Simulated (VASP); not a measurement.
# MgS (Fm-3m) in VASP: a series of runs

The runs below take MgS through single point, with PBEsol.

All numbers are computed with VASP 6.6.1; they aren't measurements. Logs are shortened: lines on timing, memory, paths and dates and some standing lists are left out, and cuts for length are marked.

**1. The cell of the first run**

Symmetry: Fm-3m, No. 225, cubic system. Conventional cell: a = 5.102 Å, b = 5.102 Å, c = 5.102 Å, α = 90.00°, β = 90.00°, γ = 90.00°. Within 3.4 Å of Mg (site symmetry m-3m) lie 6 S at 2.55 Å. Within 3.4 Å of S (site symmetry m-3m) lie 6 Mg at 2.55 Å.

**2. Single point, PBEsol**

File INCAR:

```
PREC = Accurate
ENCUT = 520
EDIFF = 1E-7
ISMEAR = 0
SIGMA = 0.01
LREAL = False
LASPH = True
NELM = 80
ALGO = Normal
ISIF = 2
LWAVE = False
LCHARG = False
GGA = PS
NBANDS = 11
```

File KPOINTS:

```
Automatic mesh
0
Gamma
  8 8 8
```

File POSCAR:

```
MgS
1.0
    2.5508461624      2.5508461624      0.0000000000
   -2.5508461624      2.5508461624      0.0000000000
    0.0000000000      2.5508461624      2.5508461624
Mg S
1 1
Direct
    0.0000000000      0.0000000000      0.0000000000
    0.5000000000      0.5000000000      0.0000000000
```

Potentials or basis: VASP PAW PBE potentials, release 64 (Mg, S).

Command:

```sh
cat potpaw_PBE.64/Mg/POTCAR potpaw_PBE.64/S/POTCAR > POTCAR
mpirun -np 1 vasp_std > vasp.out
```

OUTCAR:

```text
PREC = Accurate
   ENCUT = 520
   EDIFF = 1E-7
   ISMEAR = 0
   LREAL = False
   LASPH = True
   NELM = 80
   ISIF = 2
   GGA = PS

 ion  position               nearest neighbor table
   1  0.000  0.000  0.000-   2 2.55   2 2.55   2 2.55   2 2.55   2 2.55   2 2.55
   2  0.500  0.500  0.000-   1 2.55   1 2.55   1 2.55   1 2.55   1 2.55   1 2.55

  LATTYP: Found a face centered cubic cell.
 ALAT       =     5.1016923248

  Lattice vectors:

 A1 = (   0.0000000000,   2.5508461624,   2.5508461624)
 A2 = (   2.5508461624,   0.0000000000,   2.5508461624)
 A3 = (   2.5508461624,   2.5508461624,   0.0000000000)

Analysis of symmetry for initial positions (statically):
=====================================================================
 Subroutine PRICEL returns:
 Original cell was already a primitive cell.

 Routine SETGRP: Setting up the symmetry group for a
 face centered cubic supercell.

 Subroutine GETGRP returns: Found 48 space group operations
 (whereof 48 operations were pure point group operations)
 out of a pool of 48 trial point group operations.

The static configuration has the point symmetry O_h .

Analysis of symmetry for dynamics (positions and initial velocities):
=====================================================================
 Subroutine PRICEL returns:
 Original cell was already a primitive cell.

 Routine SETGRP: Setting up the symmetry group for a
 face centered cubic supercell.

 Subroutine GETGRP returns: Found 48 space group operations
 (whereof 48 operations were pure point group operations)
 out of a pool of 48 trial point group operations.

The dynamic configuration has the point symmetry O_h .

 Subroutine INISYM returns: Found 48 space group operations
 (whereof 48 operations are pure point group operations),
 and found     1 'primitive' translations

----------------------------------------------------------------------------------------

                                     Primitive cell

  volume of cell :      33.1958

  direct lattice vectors                    reciprocal lattice vectors
     2.550846162  2.550846162  0.000000000     0.196013389  0.196013389 -0.196013389
    -2.550846162  2.550846162  0.000000000    -0.196013389  0.196013389 -0.196013389
     0.000000000  2.550846162  2.550846162     0.000000000  0.000000000  0.392026777

  length of vectors
     3.607441238  3.607441238  3.607441238     0.339505148  0.339505148  0.392026777

  position of ions in fractional coordinates (direct lattice)
     0.000000000  0.000000000  0.000000000
     0.500000000  0.500000000  0.000000000

  ion indices of the primitive-cell ions
   primitive index   ion index
                 1           1
                 2           2

[... 84 lines left out ...]
   EMIN   =  10.00;   EMAX   =-10.00  energy-range for DOS
   EFERMI =   0.00;   METHOD = LEGACY
   ISMEAR =     0;   SIGMA  =   0.01  broadening in eV -4-tet -1-fermi 0-gaus
   EFERMI_NEDOS =   21; number of points for ismear=-14 and -15
   IALGO  =     38    algorithm
   IMIX   =      4    mixing-type and parameters
     AMIX     =   0.40;   BMIX     =  1.00
     AMIX_MAG =   1.60;   BMIX_MAG =  1.00
  volume/ion in A,a.u.               =      16.60       112.01
  Fermi-wavevector in a.u.,A,eV,Ry     =   1.018773  1.925201 14.121452  1.037897
  Thomas-Fermi vector in A             =   2.152249
   LORBIT       =      0    0 simple, 1 ext, 2 COOP (PROOUT), +10 PAW based schemes
   GGA     = PS    functional components
   LHFCALC =     F    Hartree Fock is set to
   AEXX    =    0.0000 exact exchange contribution
   IVDW    =     0    specifies the selected vdW correction
   LEPSILON=     F    determine dielectric tensor
   LRPA    =     F    only Hartree local field effects (RPA)
 non-spin polarized calculation
 Gauss-broadening in eV      SIGMA  =   0.01
  energy-cutoff  :      520.00
  volume of cell :       33.20
 maximum number of plane-waves:       911
   NGX = 13   NGY = 13   NGZ = 13

 number of electron       7.9999999 magnetization

 Free energy of the ion-electron system (eV)
  ---------------------------------------------------
  ext. energy  EPLUGINS =         0.00000000
  ---------------------------------------------------
  free energy    TOTEN  =        -9.05729544 eV

  energy without entropy =       -9.05729544  energy(sigma->0) =       -9.05729544

 E-fermi :   4.3161     XC(G=0): -10.0837

 val. band max:        4.2217152361   @ k =   0.0000   0.0000   0.0000
 cond. band min:       7.0464358150   @ k =   0.5000   0.5000   0.0000
 fundamental gap:      2.8247205789
 Fermi energy:         4.3160763405

 k-point     1 :       0.0000    0.0000    0.0000
  band No.  band energies     occupation
      1      -8.8157      2.00000
      2       4.2217      2.00000
      3       4.2217      2.00000
      4       4.2217      2.00000
      5       8.2946      0.00000
      6      12.0313      0.00000
      7      12.0313      0.00000
      8      12.0313      0.00000
      9      14.5939      0.00000
     10      14.5939      0.00000
     11      16.6529      0.00000
[... 309 lines left out ...]
 k-point    24 :       0.5000    0.2500    0.1250
  band No.  band energies     occupation
      1      -7.1066      2.00000
      2      -0.4459      2.00000
      3       1.8595      2.00000
      4       2.9399      2.00000
      5       9.8582      0.00000
      6      10.3321      0.00000
      7      12.7550      0.00000
      8      13.8401      0.00000
      9      16.6439      0.00000
     10      17.9587      0.00000
     11      20.0032      0.00000

 [... further k-points ...]

------------------------ aborting loop because EDIFF is reached ----------------------------------------

  FORCE on cell =-STRESS in cart. coord.  units (eV):
  Direction    XX          YY          ZZ          XY          YZ          ZX
  --------------------------------------------------------------------------------------
  -------------------------------------------------------------------------------------
  Total        0.7959504      0.7959504      0.7959504      0.0000000      0.0000000     -0.0000000
  in kB       38.4161447     38.4161447     38.4161447      0.0000000      0.0000000     -0.0000000
  external PRESSURE =      38.4161447 kB  Pullay stress =       0.0000000 kB

 VOLUME and BASIS-vectors are now :
 -----------------------------------------------------------------------------
  energy-cutoff  :      520.00
  volume of cell :       33.20
      direct lattice vectors                 reciprocal lattice vectors
     2.550846162  2.550846162  0.000000000     0.196013389  0.196013389 -0.196013389
    -2.550846162  2.550846162  0.000000000    -0.196013389  0.196013389 -0.196013389
     0.000000000  2.550846162  2.550846162     0.000000000  0.000000000  0.392026777

 POSITION                                       TOTAL-FORCE (eV/Angst)
 -----------------------------------------------------------------------------------
      0.00000      0.00000      0.00000         0.000000      0.000000      0.000000
      0.00000      2.55085      0.00000        -0.000000     -0.000000      0.000000
 -----------------------------------------------------------------------------------
    total drift:                               -0.000000      0.000000     -0.000000

  FREE ENERGIE OF THE ION-ELECTRON SYSTEM (eV)
  ---------------------------------------------------
  free  energy   TOTEN  =        -9.0572954402 eV

  energy  without entropy=       -9.0572954402  energy(sigma->0) =       -9.05729544
```

OSZICAR:

```text
N       E                     dE             d eps       ncg     rms          rms(c)
DAV:   1     0.203491759798E+02    0.20349E+02   -0.35949E+03   662   0.587E+02
DAV:   2    -0.815832507975E+01   -0.28508E+02   -0.26171E+02   834   0.101E+02
DAV:   3    -0.940284009992E+01   -0.12445E+01   -0.12422E+01   761   0.215E+01
DAV:   4    -0.941075070909E+01   -0.79106E-02   -0.79101E-02   774   0.204E+00
DAV:   5    -0.941080823725E+01   -0.57528E-04   -0.57528E-04   782   0.173E-01    0.438E+00
DAV:   6    -0.910030813810E+01    0.31050E+00   -0.62816E-01   710   0.316E+00    0.333E+00
DAV:   7    -0.905971213100E+01    0.40596E-01   -0.18457E-01   752   0.184E+00    0.202E+00
DAV:   8    -0.905748959482E+01    0.22225E-02   -0.93603E-03   704   0.554E-01    0.759E-01
DAV:   9    -0.905730130603E+01    0.18829E-03   -0.45477E-04   734   0.122E-01    0.305E-01
DAV:  10    -0.905729766152E+01    0.36445E-05   -0.15135E-04   765   0.550E-02    0.410E-02
DAV:  11    -0.905729563410E+01    0.20274E-05   -0.55313E-06   746   0.115E-02    0.155E-02
DAV:  12    -0.905729544376E+01    0.19034E-06   -0.45966E-07   754   0.385E-03    0.411E-04
DAV:  13    -0.905729544023E+01    0.35309E-08   -0.79284E-09   403   0.475E-04
   1 F= -.90572954E+01 E0= -.90572954E+01  d E =-.707185E-43
```

stdout:

```text
POSCAR found type information on POSCAR MgS
 POSCAR found :  2 types and       2 ions
 scaLAPACK will be used
 -----------------------------------------------------------------------------
|                                                                             |
|                                                                             |
|     You enforced a specific xc type in the INCAR file but a different       |
|     I HOPE YOU KNOW WHAT YOU ARE DOING!                                     |
|                                                                             |
 -----------------------------------------------------------------------------

 LDA part: xc-table for (Slater+PW92), standard interpolation
 POSCAR, INCAR and KPOINTS ok, starting setup
 FFT: planning ... GRIDC
 FFT: planning ... GRID_SOFT
 FFT: planning ... GRID
 WAVECAR not read
 entering main loop
```

It took 18 s on 1 thread of AMD EPYC 7R43 (Zen 3), shared host; peak memory 0.12 GiB.

Results:

```yaml
Free_energy: -9.0573 eV
Pressure: 3.8 GPa
Band_gap_on_the_k_mesh: 2.82 eV, indirect (least direct gap 4.07 eV)
```

Caveat: the PAW data sets were made with another functional, which shifts forces and pressure a little.

**3. Single point, PBEsol**

This run uses another cell than the first one, of 16.11 Å³/atom, 0.970 times its volume.

File INCAR:

```
PREC = Accurate ; ENCUT = 520
EDIFF = 1E-7 ; ISMEAR = 0
SIGMA = 0.01 ; LREAL = F
LASPH = T ; NELM = 60
ALGO = Normal ; ISIF = 2
LWAVE = F ; LCHARG = T
GGA = PS ; LELF = T
LVHAR = T ; NBANDS = 11
```

KPOINTS is that of step 2.

File POSCAR:

```
MgS
1.0
    2.5254140551      2.5254140551      0.0000000000
   -2.5254140551      2.5254140551      0.0000000000
    0.0000000000      2.5254140551      2.5254140551
Mg S
1 1
Direct
    0.0000000000      0.0000000000      0.0000000000
    0.5000000000      0.5000000000      0.0000000000
```

Potentials or basis: VASP PAW PBE potentials, release 64 (Mg, S).

Command:

```sh
cat potpaw_PBE.64/Mg/POTCAR potpaw_PBE.64/S/POTCAR > POTCAR
mpirun -np 1 vasp_std > vasp.out
```

Wall time 18 s (1 thread of AMD EPYC 7R43 (Zen 3), shared host); peak memory 0.12 GiB.

It converged, with:

* Free energy: -9.0245 eV
* Pressure: 6.9 GPa
* Band gap on the k mesh: 2.88 eV, indirect (least direct gap 4.33 eV)

Levels at points of the mesh, in eV from the valence-band top:
| k point | band 1 | band 2 | band 3 | band 4 | band 5 | band 6 | band 7 | band 8 |
| --- | --- | --- | --- | --- | --- | --- | --- | --- |
| (0.00, 0.00, 0.00) | -13.23 | 0.00 | 0.00 | 0.00 | 4.33 | 7.78 | 7.78 | 7.78 |
| (0.50, 0.00, 0.00) | -11.66 | -5.39 | -0.71 | -0.71 | 4.52 | 6.92 | 6.92 | 11.02 |
| (0.50, 0.50, 0.00) | -11.21 | -4.75 | -1.92 | -1.92 | 2.88 | 3.95 | 12.77 | 13.07 |

Caveat: the PAW data sets were made with another functional, which shifts forces and pressure a little. Expect the measured gap to be larger: semilocal functionals such as PBEsol lack the derivative discontinuity.

**4. Single point, PBEsol**

This run uses another cell than the first one, of 16.11 Å³/atom, 0.970 times its volume.

File INCAR:

```
SYSTEM = MgS
PREC     = Accurate       ! precision mode
ENCUT    = 520            ! plane-wave cutoff, eV
EDIFF    = 1E-6           ! SCF threshold, eV
ISMEAR   = 0              ! smearing method
SIGMA    = 0.01           ! smearing width, eV
LREAL    = .False.        ! projectors in reciprocal space
LASPH    = .True.         ! aspherical terms in the spheres
NELM     = 80             ! most SCF steps
ALGO     = Normal         ! electronic algorithm
ISIF     = 2              ! what is computed and relaxed
LWAVE    = .False.        ! write WAVECAR
LCHARG   = .True.         ! write CHGCAR
GGA      = PS             ! functional
LELF     = .True.         ! ELF
LVHAR    = .True.       
NBANDS   = 11             ! bands
```

File KPOINTS:

```
Automatic mesh
0
Gamma
  8 8 8
  0 0 0
```

POSCAR is that of step 3.

Command:

```sh
cat potpaw_PBE.64/Mg/POTCAR potpaw_PBE.64/S/POTCAR > POTCAR
mpirun -np 1 vasp_std > vasp.out
```

Run time: 17 s. Hardware: 1 thread of AMD EPYC 7R43 (Zen 3), shared host; peak memory 0.12 GiB.

Results (log left out):

```
Free energy            : -9.0245 eV
Pressure               : 6.9 GPa
Band gap on the k mesh : 2.88 eV, indirect (least direct gap 4.33 eV)
```

Levels at points of the mesh, in eV from the valence-band top:
```
           k point  band 1  band 2  band 3  band 4  band 5  band 6  band 7  band 8
(0.00, 0.00, 0.00)  -13.23    0.00    0.00    0.00    4.33    7.78    7.78    7.78
(0.50, 0.00, 0.00)  -11.66   -5.39   -0.71   -0.71    4.52    6.92    6.92   11.02
(0.50, 0.50, 0.00)  -11.21   -4.75   -1.92   -1.92    2.88    3.95   12.77   13.07
```

Caveat: the PAW data sets were made with another functional, which shifts forces and pressure a little. A k mesh can miss the band edges.
